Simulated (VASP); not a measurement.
A run of VASP 6.6.1:

Contents of INCAR:

```
ALGO = Fast
EDIFF = 1E-7
ENCUT = 520
GGA = PE
ISIF = 2
ISMEAR = 0
LASPH = T
LCHARG = T
LELF = T
LREAL = F
LVHAR = T
LWAVE = F
NBANDS = 30
NELM = 80
PREC = Accurate
SIGMA = 0.05
```

KPOINTS

```
k-points
0
Gamma
  6 6 10
```

POSCAR

```
Sc
1.0
    5.4226760000      0.0000000000      0.0000000000
    0.0000000000      5.4226760000      0.0000000000
    0.0000000000      0.0000000000      3.4352060000
Sc
4
Direct
    0.5000000000      0.5000000000      0.0000000000
    0.0000000000      0.0000000000      0.0000000000
    0.5000000000      0.0000000000      0.5326640000
    0.0000000000      0.5000000000      0.4673360000
```

Potentials or basis: VASP PAW PBE potentials, release 64 (Sc_sv).

The run is started by

```bash
$ cat potpaw_PBE.64/Sc_sv/POTCAR > POTCAR
$ mpirun -np 1 vasp_std > vasp.out
```

Hardware: 1 thread of Intel(R) Xeon(R) Platinum 8488C (Sapphire Rapids) (shared host).

Problem. How long does it take, and how much memory?

Solution. Wall time 2.4 min on 1 thread of Intel(R) Xeon(R) Platinum 8488C (Sapphire Rapids), on a shared host, peak memory 0.28 GiB. Counts: scf iterations 23, k points 60.
